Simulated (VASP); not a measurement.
Input of a VASP 6.6.1 run:

POSCAR

```
Cu
1.0
    1.1416611070     -3.7764910287      0.0000000000
    1.1416611070      3.7764910287      0.0000000000
    0.0000000000      0.0000000000      2.3345296444
Cu
2
Direct
    0.1322686808      0.8677313192      0.2500000000
    0.8677313192      0.1322686808      0.7500000000
```

The input INCAR.step1:

```
ALGO = Normal ; EDIFF = 1E-4
ENCUT = 520 ; GGA = PE
ISMEAR = -1 ; LASPH = True
LCHARG = False ; LREAL = False
LWAVE = True ; NBANDS = 18
NELM = 60 ; PREC = Accurate
SIGMA = 0.05
```

Contents of INCAR.step2:

```
ALGO = Normal ; EDIFF = 1E-6
ENCUT = 520 ; ISIF = 2
ISMEAR = -1 ; ISTART = 1
LASPH = True ; LCHARG = False
LMIXTAU = True ; LREAL = False
LWAVE = False ; METAGGA = R2SCAN
NBANDS = 18 ; NELM = 60
PREC = Accurate ; SIGMA = 0.05
```

KPOINTS

```
k-points
0
Gamma
  13 13 12
```

Potentials or basis: VASP PAW PBE potentials, release 64 (Cu).

Command:

```sh
$ cat potpaw_PBE.64/Cu/POTCAR > POTCAR
$ cp INCAR.step1 INCAR
$ mpirun -np 1 vasp_std > vasp.out
$ cp INCAR.step2 INCAR
$ mpirun -np 1 vasp_std > vasp.out
```

Question: Predict the pressure.

Answer: 40.9 GPa.

Question: What does it give for the largest force?

Answer: 0.013 eV/Å.

Forces in eV/Å, atoms in the order of the input:
```
Cu   0.000  0.013  0.000
Cu   0.000 -0.013  0.000
```

Caveat: the cell stands under pressure; the PAW data sets were made with another functional, which shifts forces and pressure a little.
